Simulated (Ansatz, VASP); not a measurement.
## Sn in VASP and in Ansatz

Contents of INCAR:

```
PREC     = Accurate       # precision mode
ENCUT    = 520            # plane-wave cutoff, eV
EDIFF    = 1E-7           # SCF threshold, eV
ISMEAR   = 0              # smearing method
SIGMA    = 0.1            # smearing width, eV
LREAL    = False          # projectors in reciprocal space
LASPH    = True           # aspherical terms in the spheres
NELM     = 100            # most SCF steps
ALGO     = Fast           # electronic algorithm
ISIF     = 2              # what is computed and relaxed
LWAVE    = False          # write WAVECAR
LCHARG   = True           # write CHGCAR
LELF     = True           # ELF
LVHAR    = True         
NBANDS   = 21             # bands
```

The input KPOINTS:

```
Automatic mesh
0
Gamma
  6 6 6
```

Contents of POSCAR:

```
Sn
1.0
    0.0000000000      3.2849870000      3.2849870000
    3.2849870000      0.0000000000      3.2849870000
    3.2849870000      3.2849870000      0.0000000000
Sn
2
Direct
    0.5000000000      0.5000000000      0.5000000000
    0.7500000000      0.7500000000      0.7500000000
```

Input for Ansatz:

```yaml
crystal:
  lattice:
    - [0.0, 3.284987, 3.284987]
    - [3.284987, 0.0, 3.284987]
    - [3.284987, 3.284987, 0.0]
  atoms:
    - { symbol: Sn, position: [0.5, 0.5, 0.5] }
    - { symbol: Sn, position: [0.75, 0.75, 0.75] }
basis:
  ecutwfc: 420
kpoints:
  mp_grid: { grid: [6, 6, 6] }
hamiltonian:
  xc: lda
  pseudopotentials: { kind: paw, azcp: { folder: soft_1 } }
scf:
  occupations: { method: gaussian, width: 0.1 }
output:
  forces: true
  stress: true
  eigenvalues: true
```

Alike in both runs: task single point; functional LDA; k mesh 6 × 6 × 6; occupations gaussian, width 0.1 eV; no spin polarisation.

|  | VASP | Ansatz |
| --- | --- | --- |
| version | VASP 6.6.1 | Ansatz 0.2.0 |
| potentials or method | VASP PAW LDA potentials, release 64 (Sn_d), cutoff 520 eV | scalar-relativistic, plane waves, PAW |
| valence electrons in the cell | 28 | 28 |

```tsv
	VASP	Ansatz	Ansatz less VASP
gap on the k mesh at the Fermi level (eV)	none	none	-
pressure (GPa)	-1.8	-1.8	0.00
```

Ansatz warns that its potentials were made for another functional, while VASP's fit it. LDA's correlation is that of Perdew and Zunger in VASP and of Perdew and Wang (1992) in Ansatz. A gap of «none» marks a metal or a gap that the smearing closes.
